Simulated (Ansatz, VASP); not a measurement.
## CdSe in VASP and in Ansatz

File INCAR:

```
SYSTEM = CdSe
ALGO     = Normal         ! electronic algorithm
EDIFF    = 1E-7           ! SCF threshold, eV
ENCUT    = 520            ! plane-wave cutoff, eV
GGA      = PS             ! functional
ISIF     = 2              ! what is computed and relaxed
ISMEAR   = 0              ! smearing method
IVDW     = 13             ! dispersion correction
LASPH    = .TRUE.         ! aspherical terms in the spheres
LCHARG   = .FALSE.        ! write CHGCAR
LREAL    = .FALSE.        ! projectors in reciprocal space
LWAVE    = .FALSE.        ! write WAVECAR
NBANDS   = 16             ! bands
NELM     = 80             ! most SCF steps
PREC     = Accurate       ! precision mode
SIGMA    = 0.3            ! smearing width, eV
```

The input KPOINTS:

```
k-points
0
G
  5 5 5
  0 0 0
```

POSCAR

```
CdSe
1.0
    0.0000000000      3.0702710000      3.0702710000
    3.0702710000      0.0000000000      3.0702710000
    3.0702710000      3.0702710000      0.0000000000
Cd Se
1 1
Direct
    0.0000000000      0.0000000000      0.0000000000
    0.7500000000      0.7500000000      0.7500000000
```

Input for Ansatz:

```yaml
crystal:
  lattice:
    - [0.0, 3.070271, 3.070271]
    - [3.070271, 0.0, 3.070271]
    - [3.070271, 3.070271, 0.0]
  atoms:
    - { symbol: Cd, position: [0.0, 0.0, 0.0] }
    - { symbol: Se, position: [0.75, 0.75, 0.75] }
basis:
  ecutwfc: 500.0
kpoints:
  mp_grid:
    grid: [5, 5, 5]
hamiltonian:
  xc: pbesol
  dispersion: d4
scf:
  max_iter: 80
  algorithm: density_mixing
  occupations:
    method: gaussian
    width: 0.3
  eigensolver:
    kind: davidson
    mixed_precision: false
output:
  stress: true
```

Alike in both runs: task single point; functional PBEsol; dispersion D4; k mesh 5 × 5 × 5; occupations gaussian, width 0.3 eV; no spin polarisation.

|  | VASP | Ansatz |
| --- | --- | --- |
| version | VASP 6.6.1 | Ansatz 0.2.0 |
| potentials or method | VASP PAW PBE potentials, release 64 (Cd, Se), cutoff 520 eV | plane waves, PAW |
| valence electrons in the cell | 18 | 36 |

Ansatz gave:

```
pressure (GPa) : -2.3
```

**Question.** Estimate VASP's values.

**Answer.** Pressure (GPa): -2.0.

VASP's potentials were made for PBE, not for PBEsol. VASP's potentials hold 18 valence electrons a cell and Ansatz's 36, so a difference there can come from the potentials and not from the codes.
